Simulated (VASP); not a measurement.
Crystal: CaMg.

```
Ca Mg
1.0
     3.98313    0.00000    0.00000
     0.00000    3.98313    0.00000
     0.00000    0.00000    3.92984
Ca Mg
1 1
Direct
  0.00000 0.00000 0.50000
  0.50000 0.50000 0.00000
```

- Program: VASP 6.6.1
- Task: relaxation of cell and atoms
- Functional: LDA
- Potentials or basis: VASP PAW LDA potentials, release 64 (Ca_sv, Mg)
- Cutoff: 600 eV
- k mesh: 10 × 10 × 12
- Occupations: gaussian, width 0.1 eV
- Spin: no spin polarisation

At the start: pressure -2.2 GPa; volume 31.17 Å³/atom.

Problem. Where does the relaxation end?

Solution. Over 7 steps the energy falls by 18.7 meV/atom and the volume is 28.62 Å³/atom (-8.2 %); space group Pm-3m (No. 221, to 0.05 Å).

The path:
| step | energy change (eV) | largest force (eV/Å) | pressure (GPa) | volume (Å³) |
| --- | --- | --- | --- | --- |
| 1 | 0.0000 | 0.0000 | -2.18 | 62.35 |
| 2 | -0.0343 | 0.0000 | -0.68 | 58.61 |
| 3 | -0.0373 | 0.0000 | -0.03 | 57.28 |
| 4 | -0.0373 | 0.0000 | 0.02 | 57.19 |
| 5 | -0.0373 | 0.0000 | 0.00 | 57.21 |
| 6 | -0.0373 | 0.0000 | -0.02 | 57.26 |
| 7 | -0.0373 | 0.0000 | -0.01 | 57.25 |

Final structure:
```yaml
crystal:
  lattice:
    - [3.86851, 0.00000, 0.00000]
    - [0.00000, 3.86851, 0.00000]
    - [0.00000, 0.00000, 3.82519]
  atoms:
    - { symbol: Ca, position: [0.00000, 0.00000, 0.50000] }
    - { symbol: Mg, position: [0.50000, 0.50000, 0.00000] }
```
